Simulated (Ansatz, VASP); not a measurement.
## One calculation of W, two programs

File INCAR:

```
SYSTEM = W
ALGO     = Normal         ! electronic algorithm
EDIFF    = 1E-7           ! SCF threshold, eV
ENCUT    = 520            ! plane-wave cutoff, eV
GGA      = PE             ! functional
ISIF     = 2              ! what is computed and relaxed
ISMEAR   = 0              ! smearing method
LASPH    = .TRUE.         ! aspherical terms in the spheres
LCHARG   = .FALSE.        ! write CHGCAR
LREAL    = .FALSE.        ! projectors in reciprocal space
LWAVE    = .FALSE.        ! write WAVECAR
NBANDS   = 13             ! bands
NELM     = 60             ! most SCF steps
PREC     = Accurate       ! precision mode
SIGMA    = 0.05           ! smearing width, eV
```

The input KPOINTS:

```
k-points
0
G
  18 18 18
  0 0 0
```

File POSCAR:

```
W
1.0
   -1.6044989691      1.6044989691      1.6044989691
    1.6044989691     -1.6044989691      1.6044989691
    1.6044989691      1.6044989691     -1.6044989691
W
1
Direct
    0.0000000000      0.0000000000      0.0000000000
```

Input for Ansatz:

```yaml
crystal:
  lattice:
    - [-1.6044989691, 1.6044989691, 1.6044989691]
    - [1.6044989691, -1.6044989691, 1.6044989691]
    - [1.6044989691, 1.6044989691, -1.6044989691]
  atoms:
    - { symbol: W, position: [0.0, 0.0, 0.0] }
basis:
  ecutwfc: 600
  ecutrho_ratio: 5
kpoints:
  mp_grid: { grid: [18, 18, 18] }
hamiltonian:
  xc: pbe
scf:
  occupations: { method: gaussian, width: 0.05 }
output:
  forces: true
  stress: true
  eigenvalues: true
```

Alike in both runs: task single point; functional PBE; k mesh 18 × 18 × 18; occupations gaussian, width 0.05 eV; no spin polarisation.

|  | VASP | Ansatz |
| --- | --- | --- |
| version | VASP 6.6.1 | Ansatz 0.2.0 |
| potentials or method | VASP PAW PBE potentials, release 64 (W_sv), cutoff 520 eV | scalar-relativistic, plane waves, PAW |
| valence electrons in the cell | 14 | 14 |

|  | VASP | Ansatz | Ansatz less VASP |
| --- | --- | --- | --- |
| pressure (GPa) | -6.5 | -7.0 | -0.43 |

With one functional, cell and mesh, what is left measures potentials, basis and numerics.

Neither program's run includes spin-orbit coupling.
